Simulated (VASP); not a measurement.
Wanted: the native input for a VASP 6.6.1 run.

* Task: single point
* Functional: PBEsol
* Potentials or basis: VASP PAW PBE potentials, release 64 (P)
* Cutoff: 520 eV
* k mesh: 12 × 12 × 12
* Occupations: gaussian, width 0.15 eV
* Spin: no spin polarisation
* Dipole correction: no
* Further INCAR settings: ALGO = Normal; EDIFF = 1e-07; NBANDS = 8

The structure of P lies in POSCAR:

```
P
1.0
    4.2729048574      0.0000000000      0.0000000000
    0.0000000000      4.2729048574      0.0000000000
    0.0000000000      0.0000000000      4.2685500000
P
1
Direct
    0.0000000000      0.0000000000      0.0000000000
```

This cell differs from its parent crystal: strain +0.000 along x and y, -0.025 along z.

One way to write it, as run:

INCAR

```
PREC = Accurate
ENCUT = 520
EDIFF = 1E-7
ISMEAR = 0
SIGMA = 0.15
LREAL = F
LASPH = T
NELM = 80
ALGO = Normal
ISIF = 2
LWAVE = F
LCHARG = F
GGA = PS
NBANDS = 8
```

KPOINTS

```
Automatic mesh
0
Gamma
  12 12 12
```

Potentials or basis: VASP PAW PBE potentials, release 64 (P).

Command:

```console
$ cat potpaw_PBE.64/P/POTCAR > POTCAR
$ mpirun -np 1 vasp_std > vasp.out
```

Results of the run:

```yaml
Pressure: -4.1 GPa
```

Caveat: the cell differs from its parent crystal (strain +0.000 along x and y, -0.025 along z); the PAW data sets were made with another functional, which shifts forces and pressure a little.

It took 35 s on 1 thread of Intel(R) Xeon(R) Platinum 8488C (Sapphire Rapids), with other jobs on the host, peak memory 0.24 GiB.
